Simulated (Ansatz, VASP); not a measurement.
## Lu in VASP and in Ansatz

The input INCAR:

```
SYSTEM = Lu
PREC     = Accurate       ! precision mode
ENCUT    = 520            ! plane-wave cutoff, eV
EDIFF    = 1E-6           ! SCF threshold, eV
ISMEAR   = -1             ! smearing method
SIGMA    = 0.1            ! smearing width, eV
LREAL    = .FALSE.        ! projectors in reciprocal space
LASPH    = .TRUE.         ! aspherical terms in the spheres
NELM     = 100            ! most SCF steps
ALGO     = Normal         ! electronic algorithm
ISIF     = 2              ! what is computed and relaxed
LWAVE    = .FALSE.        ! write WAVECAR
LCHARG   = .FALSE.        ! write CHGCAR
GGA      = RE             ! functional
NBANDS   = 18             ! bands
```

The input KPOINTS:

```
regular mesh
0
G
  12 12 12
  0 0 0
```

POSCAR

```
Lu
1.0
    0.0000000000      2.4712062923      2.4712062923
    2.4712062923      0.0000000000      2.4712062923
    2.4712062923      2.4712062923      0.0000000000
Lu
1
Direct
    0.0000000000      0.0000000000      0.0000000000
```

Input for Ansatz:

```yaml
crystal:
  lattice:
    - [0.0, 2.4712062923, 2.4712062923]
    - [2.4712062923, 0.0, 2.4712062923]
    - [2.4712062923, 2.4712062923, 0.0]
  atoms:
    - { symbol: Lu, position: [0.0, 0.0, 0.0] }
hamiltonian:
  xc: revpbe
  pseudopotentials:
    kind: paw
    azcp:
      Lu: "pseudopotentials/Lu.paw.azcp"
basis:
  ecutwfc: 420
  fft_grid_basis: typed
kpoints:
  mp_grid: { grid: [12, 12, 12], shift: [0, 0, 0] }
magnetization:
  spin_polarized: false
scf:
  occupations: { method: fermi_dirac, width: 0.1 }
  lower_state_search: "off"
output:
  stress: true
  write_density: true
  write_potential: true
  elf: true
  volumetric_format: npy
```

Alike in both runs: task single point; functional revPBE; k mesh 12 × 12 × 12; occupations fermi-dirac, width 0.1 eV; no spin polarisation.

|  | VASP | Ansatz |
| --- | --- | --- |
| version | VASP 6.6.1 | Ansatz 0.2.0 |
| potentials or method | VASP PAW PBE potentials, release 64 (Lu), cutoff 520 eV | plane waves (420 eV) with PAW, scalar-relativistic |
| valence electrons in the cell | 25 | 25 |

Ansatz gave:

| Quantity | Value |
| --- | --- |
| pressure (GPa) | 0.0 |

Task: Estimate VASP's values.

Result: Pressure (GPa): 0.2.

VASP's potentials were made for PBE, not for revPBE. With one functional, cell and mesh, what is left measures potentials, basis and numerics.

Spin-orbit coupling is off throughout.
